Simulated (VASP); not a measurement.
# Te2Mo (P6_3/mmc) in VASP: notebook, part 2 of 2

VASP 6.6.1. Earlier steps stand in the parts before.

### Step 3. Single point, r2SCAN (strain -0.050 along x and y, +0.025 along z)

POSCAR

```
Te2Mo
1.0
    3.3853679563      0.0000000000      0.0000000000
   -1.6926839782      2.9318146513      0.0000000000
    0.0000000000      0.0000000000     15.0943765795
Te Mo
4 2
Direct
    0.3333333333      0.6666666667      0.6284839550
    0.6666666667      0.3333333333      0.1284839550
    0.3333333333      0.6666666667      0.8715160450
    0.6666666667      0.3333333333      0.3715160450
    0.3333333333      0.6666666667      0.2500000000
    0.6666666667      0.3333333333      0.7500000000
```

INCAR.step1

```
SYSTEM = Te2Mo
  PREC = Accurate
  ENCUT = 520
  ISMEAR = 0
  SIGMA = 0.05
  LREAL = .False.
  LASPH = .True.
  NELM = 80
  NBANDS = 35
  GGA = PE
  ALGO = Normal
  EDIFF = 1E-4
  LWAVE = .True.
  LCHARG = .False.
```

INCAR.step2

```
SYSTEM = Te2Mo
  PREC = Accurate
  ENCUT = 520
  EDIFF = 1E-6
  ISMEAR = 0
  SIGMA = 0.05
  LREAL = .False.
  LASPH = .True.
  NELM = 80
  ALGO = Normal
  ISIF = 2
  LWAVE = .False.
  LCHARG = .False.
  METAGGA = R2SCAN
  LMIXTAU = .True.
  NBANDS = 35
  ISTART = 1
```

KPOINTS

```
Automatic mesh
0
Gamma
  12 12 2
  0 0 0
```

Potentials or basis: VASP PAW PBE potentials, release 64 (Te, Mo_sv).

Run with:

```
> cat potpaw_PBE.64/Te/POTCAR potpaw_PBE.64/Mo_sv/POTCAR > POTCAR
> cp INCAR.step1 INCAR
> mpirun -np 1 vasp_std > vasp.out
> cp INCAR.step2 INCAR
> mpirun -np 1 vasp_std > vasp.out
```

OUTCAR:

```text
SYSTEM = Te2Mo
   PREC = Accurate
   ENCUT = 520
   EDIFF = 1E-6
   ISMEAR = 0
   LREAL = .False.
   LASPH = .True.
   NELM = 80
   ISIF = 2
   METAGGA = R2SCAN
   ISTART = 1

 ion  position               nearest neighbor table
   1  0.333  0.667  0.628-   6 2.68   6 2.68   6 2.68   3 3.67
   2  0.667  0.333  0.128-   5 2.68   5 2.68   5 2.68   4 3.67
   3  0.333  0.667  0.872-   6 2.68   6 2.68   6 2.68   1 3.67
   4  0.667  0.333  0.372-   5 2.68   5 2.68   5 2.68   2 3.67
   5  0.333  0.667  0.250-   2 2.68   4 2.68   2 2.68   4 2.68   2 2.68   4 2.68
   6  0.667  0.333  0.750-   1 2.68   3 2.68   1 2.68   3 2.68   1 2.68   3 2.68

  LATTYP: Found a hexagonal cell.
 ALAT       =     3.3853679563
 C/A-ratio  =     4.4587107736

  Lattice vectors:

 A1 = (   3.3853679563,   0.0000000000,   0.0000000000)
 A2 = (  -1.6926839782,   2.9318146513,   0.0000000000)
 A3 = (   0.0000000000,   0.0000000000,  15.0943765795)

Analysis of symmetry for initial positions (statically):
=====================================================================
 Subroutine PRICEL returns:
 Original cell was already a primitive cell.

 Routine SETGRP: Setting up the symmetry group for a
 hexagonal supercell.

 Subroutine GETGRP returns: Found 24 space group operations
 (whereof 12 operations were pure point group operations)
 out of a pool of 24 trial point group operations.

The static configuration has the point symmetry D_3d.
 The point group associated with its full space group is D_6h.

Analysis of symmetry for dynamics (positions and initial velocities):
=====================================================================
 Subroutine PRICEL returns:
 Original cell was already a primitive cell.

 Routine SETGRP: Setting up the symmetry group for a
 hexagonal supercell.

 Subroutine GETGRP returns: Found 24 space group operations
 (whereof 12 operations were pure point group operations)
 out of a pool of 24 trial point group operations.

The dynamic configuration has the point symmetry D_3d.
 The point group associated with its full space group is D_6h.

 Subroutine INISYM returns: Found 24 space group operations
 (whereof 12 operations are pure point group operations),
 and found     1 'primitive' translations

----------------------------------------------------------------------------------------

                                     Primitive cell

  volume of cell :     149.8158

  direct lattice vectors                    reciprocal lattice vectors
     3.385367956  0.000000000  0.000000000     0.295388866  0.170542841  0.000000000
    -1.692683978  2.931814651  0.000000000     0.000000000  0.341085682  0.000000000
     0.000000000  0.000000000 15.094376580     0.000000000  0.000000000  0.066249838

  length of vectors
     3.385367956  3.385367956 15.094376580     0.341085682  0.341085682  0.066249838

  position of ions in fractional coordinates (direct lattice)
     0.333333333  0.666666667  0.628483955
     0.666666667  0.333333333  0.128483955
     0.333333333  0.666666667  0.871516045
     0.666666667  0.333333333  0.371516045
     0.333333333  0.666666667  0.250000000
     0.666666667  0.333333333  0.750000000

  ion indices of the primitive-cell ions
   primitive index   ion index
                 1           1
                 2           2
                 3           3
                 4           4
                 5           5
                 6           6

----------------------------------------------------------------------------------------

 KPOINTS: Automatic mesh

Automatic generation of k-mesh.
 Grid dimensions read from file:
 generate k-points for:   12   12    2

 Generating k-lattice:

  Cartesian coordinates                     Fractional coordinates (reciprocal lattice)
     0.024615739  0.014211903  0.000000000     0.083333333  0.000000000  0.000000000
     0.000000000  0.028423807  0.000000000     0.000000000  0.083333333  0.000000000
     0.000000000  0.000000000  0.033124919     0.000000000  0.000000000  0.500000000

  Length of vectors
     0.028423807  0.028423807  0.033124919

  Shift w.r.t. Gamma in fractional coordinates (k-lattice)
     0.000000000  0.000000000  0.000000000

 Subroutine IBZKPT returns following result:
 ===========================================

 Found     38 irreducible k-points:

 Following reciprocal coordinates:
            Coordinates               Weight
  0.000000  0.000000  0.000000      1.000000
  0.083333  0.000000  0.000000      6.000000
  0.166667  0.000000  0.000000      6.000000
  0.250000  0.000000  0.000000      6.000000
  0.333333  0.000000  0.000000      6.000000
  0.416667  0.000000  0.000000      6.000000
[... 16 lines left out ...]
  0.250000  0.000000  0.500000      6.000000
  0.333333  0.000000  0.500000      6.000000
 [... further k-points ...]
   k-points           NKPTS =     38   k-points in BZ     NKDIM =     38   number of bands    NBANDS=     35
   number of dos      NEDOS =    301   number of ions     NIONS =      6
   total plane-waves  NPLWV =  87808
   dimension x,y,z NGX =    28 NGY =   28 NGZ =  112
   dimension x,y,z NGXF=    56 NGYF=   56 NGZF=  224
   ions per type =               4   2
   NGX,Y,Z   is equivalent  to a cutoff of  13.75, 13.75, 12.34 a.u.
   NGXF,Y,Z  is equivalent  to a cutoff of  27.50, 27.50, 24.67 a.u.
 SYSTEM =  Te2Mo
   PREC   = accura    normal or accurate (medium, high low for compatibility)
   ISTART =      1    job   : 0-new  1-cont  2-samecut
   ICHARG =      0    charge: 1-file 2-atom 10-const
   ISPIN  =      1    spin polarized calculation?
   LNONCOLLINEAR =      F non collinear calculations
   LSORBIT =      F    spin-orbit coupling
   LASPH  =      T    aspherical Exc in radial PAW
   ENCUT  =  520.0 eV  38.22 Ry    6.18 a.u.   6.29  6.29 28.07*2*pi/ulx,y,z
   NELM   =     80;   NELMIN=  2; NELMDL=  0     # of ELM steps
   EDIFF  = 0.1E-05   stopping-criterion for ELM
   LREAL  =      F    real-space projection
[... 7 lines left out ...]
   TEBEG  =    0.0;   TEEND  =   0.0 temperature during run
   PSTRESS=    0.0 pullay stress
   NELECT =      52.0000    total number of electrons
   NUPDOWN=      -1.0000    fix difference up-down
   EMIN   =  10.00;   EMAX   =-10.00  energy-range for DOS
   EFERMI =   0.00;   METHOD = LEGACY
   ISMEAR =     0;   SIGMA  =   0.05  broadening in eV -4-tet -1-fermi 0-gaus
   EFERMI_NEDOS =   21; number of points for ismear=-14 and -15
   IALGO  =     38    algorithm
   IMIX   =      4    mixing-type and parameters
     AMIX     =   0.40;   BMIX     =  1.00
     AMIX_MAG =   1.60;   BMIX_MAG =  1.00
  volume/ion in A,a.u.               =      24.97       168.50
  Fermi-wavevector in a.u.,A,eV,Ry     =   1.150509  2.174147 18.009642  1.323671
  Thomas-Fermi vector in A             =   2.287173
   LORBIT       =      0    0 simple, 1 ext, 2 COOP (PROOUT), +10 PAW based schemes
   METAGGA = R2SCAN    functional components
   LHFCALC =     F    Hartree Fock is set to
   AEXX    =    0.0000 exact exchange contribution
   IVDW    =     0    specifies the selected vdW correction
   LEPSILON=     F    determine dielectric tensor
   LRPA    =     F    only Hartree local field effects (RPA)
 non-spin polarized calculation
 Gauss-broadening in eV      SIGMA  =   0.05
  energy-cutoff  :      520.00
  volume of cell :      149.82
 maximum number of plane-waves:      4065
 NGX is ok and might be reduce to    28
   NGX = 13   NGY = 13   NGZ = 57

 number of electron      52.0000001 magnetization

 Free energy of the ion-electron system (eV)
  ---------------------------------------------------
  ext. energy  EPLUGINS =         0.00000000
  ---------------------------------------------------
  free energy    TOTEN  =      -155.23698366 eV

  energy without entropy =     -155.23698366  energy(sigma->0) =     -155.23698366

 E-fermi :   8.2845     XC(G=0): -10.9128

 val. band max:        7.9636839812   @ k =   0.3333   0.3333   0.0000
 cond. band min:       8.9286344177   @ k =   0.2500   0.1667   0.0000
 fundamental gap:      0.9649504365
 Fermi energy:         8.2845319367

 k-point     1 :       0.0000    0.0000    0.0000
  band No.  band energies     occupation
      1     -54.5881      2.00000
      2     -54.5881      2.00000
      3     -28.1266      2.00000
      4     -28.1266      2.00000
      5     -27.8700      2.00000
      6     -27.8700      2.00000
[... 27 lines left out ...]
     34      12.0618      0.00000
     35      13.9697      0.00000
[... 843 lines left out ...]
      5     -28.0315      2.00000
      6     -28.0315      2.00000
[... 27 lines left out ...]
     34      12.0443      0.00000
     35      14.0601      0.00000

 [... further k-points ...]
[... 5 lines left out ...]
  --------------------------------------------------------------------------------------
  -------------------------------------------------------------------------------------
  Total        9.2346224      9.2346224      2.7938862     -0.0000000      0.0000000      0.0000000
  in kB       98.7579698     98.7579698     29.8787017     -0.0000000      0.0000000      0.0000000
  external PRESSURE =      75.7982138 kB  Pullay stress =       0.0000000 kB

 VOLUME and BASIS-vectors are now :
 -----------------------------------------------------------------------------
  energy-cutoff  :      520.00
  volume of cell :      149.82
      direct lattice vectors                 reciprocal lattice vectors
     3.385367956  0.000000000  0.000000000     0.295388866  0.170542841  0.000000000
    -1.692683978  2.931814651  0.000000000     0.000000000  0.341085682  0.000000000
     0.000000000  0.000000000 15.094376580     0.000000000  0.000000000  0.066249838

 POSITION                                       TOTAL-FORCE (eV/Angst)
 -----------------------------------------------------------------------------------
     -0.00000      1.95454      9.48657        -0.000000      0.000000     -0.386729
      1.69268      0.97727      1.93939         0.000000     -0.000000     -0.386729
     -0.00000      1.95454     13.15499        -0.000000      0.000000      0.386729
      1.69268      0.97727      5.60780         0.000000     -0.000000      0.386729
     -0.00000      1.95454      3.77359         0.000000     -0.000000      0.000000
      1.69268      0.97727     11.32078        -0.000000      0.000000      0.000000
 -----------------------------------------------------------------------------------
    total drift:                               -0.000000      0.000000     -0.000000

  FREE ENERGIE OF THE ION-ELECTRON SYSTEM (eV)
  ---------------------------------------------------
  free  energy   TOTEN  =      -155.2369836581 eV

  energy  without entropy=     -155.2369836581  energy(sigma->0) =     -155.23698366
```

Run time: 13 min. Hardware: 1 thread of Oxide Virtual Turin-like, shared host; peak memory 0.39 GiB.

What came out:

```yaml
Free_energy: -155.2370 eV
Pressure: 7.6 GPa
Largest_force: 0.387 eV/Å
Band_gap_on_the_k_mesh: 0.96 eV (least direct gap 1.35 eV)
```

Forces in eV/Å, atoms in the order of the input:
```
Te   0.000  0.000 -0.387
Te   0.000  0.000 -0.387
Te   0.000  0.000  0.387
Te   0.000  0.000  0.387
Mo   0.000  0.000  0.000
Mo   0.000  0.000  0.000
```

Stress tensor (GPa, compression positive):
```
9.88 0.00 0.00
0.00 9.88 0.00
0.00 0.00 2.99
```

Levels at points of the mesh, in eV from the valence-band top:
```csv
k point,band 24,band 25,band 26,band 27,band 28,band 29
"(0.00, 0.00, 0.00)",-0.80,-0.80,-0.50,3.71,3.71,3.77
"(0.50, 0.00, 0.00)",-0.99,-0.14,-0.02,1.84,1.86,1.86
"(0.00, 0.00, 0.50)",-0.80,-0.70,-0.70,3.74,3.74,3.74
"(0.50, 0.00, 0.50)",-1.01,-0.08,-0.08,1.85,1.85,2.01
```

Caveat: the cell differs from its parent crystal (strain -0.050 along x and y, +0.025 along z); the stress differs along the axes, from 3 to 10 GPa; the PAW data sets were made with another functional, which shifts forces and pressure a little; spin-orbit coupling is left out, which moves the levels of the heavy elements. A k mesh can miss the band edges.

### Step 4. Single point, r2SCAN (strain -0.050 along x and y, +0.050 along z)

POSCAR, as its differences from that of step 3:

```diff
@@ -4,3 +4,3 @@
    -1.6926839782      2.9318146513      0.0000000000
-    0.0000000000      0.0000000000     15.0943765795
+    0.0000000000      0.0000000000     15.4625321059
 Te Mo
```

INCAR.step1

```
  PREC = Accurate
  ENCUT = 520
  ISMEAR = 0
  SIGMA = 0.05
  LREAL = False
  LASPH = True
  NELM = 100
  NBANDS = 35
  GGA = PE
  ALGO = Normal
  EDIFF = 1E-4
  LWAVE = True
  LCHARG = False
```

INCAR.step2

```
  PREC = Accurate
  ENCUT = 520
  EDIFF = 1E-6
  ISMEAR = 0
  SIGMA = 0.05
  LREAL = False
  LASPH = True
  NELM = 100
  ALGO = Normal
  ISIF = 2
  LWAVE = False
  LCHARG = True
  METAGGA = R2SCAN
  LMIXTAU = True
  LELF = True
  LVHAR = True
  NBANDS = 35
  ISTART = 1
```

KPOINTS

```
regular mesh
0
Gamma
  12 12 2
```

Run with:

```
> cat potpaw_PBE.64/Te/POTCAR potpaw_PBE.64/Mo_sv/POTCAR > POTCAR
> cp INCAR.step1 INCAR
> mpirun -np 1 vasp_std > vasp.out
> cp INCAR.step2 INCAR
> mpirun -np 1 vasp_std > vasp.out
```

Wall time 16 min (1 thread of Oxide Virtual Turin-like, shared host); peak memory 0.4 GiB.

Results (log left out):

```yaml
Free_energy: -155.2444 eV
Pressure: 4.4 GPa
Largest_force: 0.247 eV/Å
Band_gap_on_the_k_mesh: 0.84 eV (least direct gap 1.24 eV)
```

Forces in eV/Å, atoms in the order of the input:
```
Te   0.000  0.000  0.247
Te   0.000  0.000  0.247
Te   0.000  0.000 -0.247
Te   0.000  0.000 -0.247
Mo   0.000  0.000  0.000
Mo   0.000  0.000  0.000
```

Stress tensor (GPa, compression positive):
```
 7.73  0.00  0.00
 0.00  7.73  0.00
 0.00  0.00 -2.25
```

Levels at points of the mesh, in eV from the valence-band top:
| k point | band 24 | band 25 | band 26 | band 27 | band 28 | band 29 |
| --- | --- | --- | --- | --- | --- | --- |
| (0.00, 0.00, 0.00) | -0.72 | -0.72 | -0.70 | 3.63 | 3.63 | 3.68 |
| (0.50, 0.00, 0.00) | -1.04 | -0.10 | 0.00 | 1.74 | 1.83 | 1.84 |
| (0.00, 0.00, 0.50) | -0.72 | -0.72 | -0.72 | 3.65 | 3.65 | 3.65 |
| (0.50, 0.00, 0.50) | -1.06 | -0.05 | -0.05 | 1.83 | 1.83 | 1.88 |

Caveat: the cell differs from its parent crystal (strain -0.050 along x and y, +0.050 along z); the stress differs along the axes, from -2 to 8 GPa; the PAW data sets were made with another functional, which shifts forces and pressure a little; spin-orbit coupling is left out, which moves the levels of the heavy elements. A k mesh can miss the band edges.

### Step 5. The runs side by side

```csv
cell,gap on the mesh (eV),pressure (GPa),largest force (eV/Å)
"a = 3.474, b = 3.474, c = 13.990 Å, angles 90.0, 90.0, 120.0°, 6 atoms",0.79,12.5,2.04
"a = 3.385, b = 3.385, c = 15.094 Å, angles 90.0, 90.0, 120.0°, 6 atoms",0.96,7.6,0.39
"a = 3.385, b = 3.385, c = 15.463 Å, angles 90.0, 90.0, 120.0°, 6 atoms",0.84,4.4,0.25
```

Alike in all rows: task single point; level r2SCAN; potentials or basis VASP PAW PBE potentials, release 64 (Te, Mo_sv); no spin polarisation; k mesh 12 × 12 × 2; cutoff (eV) 520; smearing gaussian 0.05 eV.

Caveats: the PAW data sets were made with another functional, which shifts forces and pressure a little; spin-orbit coupling is left out, which moves the levels of the heavy elements; the stress differs along the axes, from 11 to 16 GPa (at least some runs); the stress differs along the axes, from 3 to 10 GPa (at least some runs); the stress differs along the axes, from -2 to 8 GPa (at least some runs).

Total energies depend on the potentials used, so only differences within one code and one set of settings carry meaning.
